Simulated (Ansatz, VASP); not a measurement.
# One calculation of In, two programs

File INCAR:

```
  PREC = Accurate
  ENCUT = 520
  EDIFF = 1E-7
  ISMEAR = -1
  SIGMA = 0.05
  LREAL = F
  LASPH = T
  NELM = 150
  ALGO = Normal
  ISIF = 2
  LWAVE = F
  LCHARG = F
  MAGMOM = 0 0 0 0 0 0
  LORBIT = 11
  LSORBIT = T
  GGA_COMPAT = F
  LORBMOM = T
  GGA = CA
  NBANDS = 38
```

The input KPOINTS:

```
Automatic mesh
0
Gamma
  7 7 4
```

File POSCAR:

```
In
1.0
    3.3354847820      0.0000000000      0.0000000000
   -1.6677423910      2.8886145552      0.0000000000
    0.0000000000      0.0000000000      5.5091429200
In
2
Direct
    0.6666666667      0.3333333333      0.7500000000
    0.3333333333      0.6666666667      0.2500000000
```

File input.yaml:

```yaml
crystal:
  lattice:
    - [3.335484782, 0.0, 0.0]
    - [-1.667742391, 2.8886145552, 0.0]
    - [0.0, 0.0, 5.50914292]
  atoms:
    - { symbol: In, position: [0.6666666667, 0.3333333333, 0.75] }
    - { symbol: In, position: [0.3333333333, 0.6666666667, 0.25] }
hamiltonian:
  xc: lda
  pseudopotentials: { kind: paw_fr }
magnetization:
  noncollinear: true
  spin_orbit: true
kpoints:
  mp_grid: { grid: [7, 7, 4] }
  band_path:
    path:
      - [[0.0, 0.0, 0.0], [0.5, 0.0, 0.0], [0.3333333333, 0.3333333333, 0.0], [0.0, 0.0, 0.0], [0.0, 0.0, 0.5], [0.5, 0.0, 0.5], [0.3333333333, 0.3333333333, 0.5], [0.0, 0.0, 0.5]]
      - [[0.5, 0.0, 0.5], [0.5, 0.0, 0.0]]
      - [[0.3333333333, 0.3333333333, 0.0], [0.3333333333, 0.3333333333, 0.5]]
    npoints: 14
scf:
  occupations: { method: fermi_dirac, width: 0.05 }
  n_extra_bands: 6
output:
  forces: true
  stress: true
  eigenvalues: true
  fatbands: false
```

Alike in both runs: functional LDA; k mesh 7 × 7 × 4; occupations fermi-dirac, width 0.05 eV; non-collinear spin, spin-orbit coupling.

|  | VASP | Ansatz |
| --- | --- | --- |
| version | VASP 6.6.1 | Ansatz 0.2.0 |
| potentials or method | VASP PAW LDA potentials, release 64 (In_d) | Ansatz PAW |
| plane-wave cutoff (eV) | 520 | 420 |
| valence electrons in the cell | 26 | 26 |
| task | single point | band structure |

Ansatz gave:

```
pressure (GPa)                                                : -3.3
traceless stress, the component that is largest in VASP (GPa) : -0.55
net moment per atom (μB)                                      : 0.00
```

What did VASP give for the same quantities?

Pressure (GPa): -3.3; traceless stress, the component that is largest in VASP (GPa): -0.58; net moment per atom (μB): 0.00.

LDA's correlation is that of Perdew and Zunger in VASP and of Perdew and Wang (1992) in Ansatz.
